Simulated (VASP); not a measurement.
GaAs: single point with PBE

The system is GaAs.

```
CELL_PARAMETERS angstrom
0.00000 2.82685 2.82685
2.82685 0.00000 2.82685
2.82685 2.82685 0.00000
ATOMIC_POSITIONS crystal
Ga 0.00000 0.00000 0.00000
As 0.75000 0.75000 0.75000
```

```json
{
 "Program": "VASP 6.6.1",
 "Task": "single point",
 "Functional": "PBE",
 "Potentials or basis": "VASP PAW PBE potentials, release 64 (Ga_d, As)",
 "Cutoff": "520 eV",
 "k mesh": "8 × 8 × 8",
 "Occupations": "gaussian, width 0.05 eV",
 "Spin": "no spin polarisation"
}
```

The pressure is 3.4 GPa. The band gap on the k mesh is 0.52 eV, direct.

Levels at points of the mesh, in eV from the valence-band top:
```csv
k point,band 7,band 8,band 9,band 10,band 11,band 12
"(0.00, 0.00, 0.00)",0.00,0.00,0.00,0.52,3.73,3.73
"(0.50, 0.00, 0.00)",-6.64,-1.14,-1.14,1.00,4.63,4.63
"(0.50, 0.50, 0.00)",-6.82,-2.68,-2.68,1.46,1.65,10.17
```

Wall time 28 s on 1 thread of AMD EPYC 7R43 64-Core Processor (Zen 3), on a shared host, peak memory 0.14 GiB.

A k mesh can miss the band edges. PBE gaps usually lie below the measured ones, often by a third to a half.
